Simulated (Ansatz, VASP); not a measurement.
## Two plane-wave programs on SnO2

The input INCAR:

```
SYSTEM = SnO2
  PREC = Accurate
  ENCUT = 520
  EDIFF = 1E-6
  ISMEAR = 0
  SIGMA = 0.05
  LREAL = .False.
  LASPH = .True.
  NELM = 80
  ALGO = Normal
  ISIF = 2
  LWAVE = .False.
  LCHARG = .False.
  GGA = CA
  NBANDS = 35
```

KPOINTS

```
regular mesh
0
Gamma
  6 6 8
  0 0 0
```

Contents of POSCAR:

```
SnO2
1.0
    4.7631470489     -0.0875990215     -0.0584957935
   -0.0875990215      4.7955835490      0.1109861689
   -0.0393449917      0.0746506652      3.2114866559
Sn O
2 4
Direct
   -0.0015080286     -0.0016289385     -0.0102571801
    0.4948904724      0.4980243515      0.4874712988
    0.3006579303      0.3108944610      0.0011589709
    0.2029485838      0.8083849072      0.5052741731
    0.6957178291      0.6926840734      0.0204746481
    0.8072932129      0.1916411454      0.4958780892
```

Input for Ansatz:

```yaml
crystal:
  lattice:
    - [4.7631470489, -0.0875990215, -0.0584957935]
    - [-0.0875990215, 4.795583549, 0.1109861689]
    - [-0.0393449917, 0.0746506652, 3.2114866559]
  atoms:
    - { symbol: Sn, position: [-0.0015080286, -0.0016289385, -0.0102571801] }
    - { symbol: Sn, position: [0.4948904724, 0.4980243515, 0.4874712988] }
    - { symbol: O, position: [0.3006579303, 0.310894461, 0.0011589709] }
    - { symbol: O, position: [0.2029485838, 0.8083849072, 0.5052741731] }
    - { symbol: O, position: [0.6957178291, 0.6926840734, 0.0204746481] }
    - { symbol: O, position: [0.8072932129, 0.1916411454, 0.4958780892] }
basis:
  ecutwfc: 420
kpoints:
  mp_grid: { grid: [6, 6, 8] }
hamiltonian:
  xc: lda
scf:
  occupations: { method: gaussian, width: 0.05 }
  n_extra_bands: 16
output:
  forces: true
  eigenvalues: true
  stress: true
```

Alike in both runs: task single point; functional LDA; k mesh 6 × 6 × 8; occupations gaussian, width 0.05 eV; no spin polarisation.

|  | VASP | Ansatz |
| --- | --- | --- |
| version | VASP 6.6.1 | Ansatz 0.2.0 |
| potentials or method | VASP PAW LDA potentials, release 64 (Sn_d, O), cutoff 520 eV | scalar-relativistic, plane waves, PAW |
| valence electrons in the cell | 52 | 52 |

|  | VASP | Ansatz | Ansatz less VASP |
| --- | --- | --- | --- |
| gap on the k mesh at the Fermi level (eV) | 0.86 | 0.83 | -0.031 |
| pressure (GPa) | -3.7 | -4.6 | -0.94 |
| traceless stress, the component that is largest in VASP (GPa) | 7.12 | 7.04 | -0.074 |
| rms of the force components (eV/Å) | 0.508 | 0.492 | -0.0155 |

LDA's correlation is that of Perdew and Zunger in VASP and of Perdew and Wang (1992) in Ansatz. Atom by atom the forces differ by 0.020 eV/Å (rms over components).
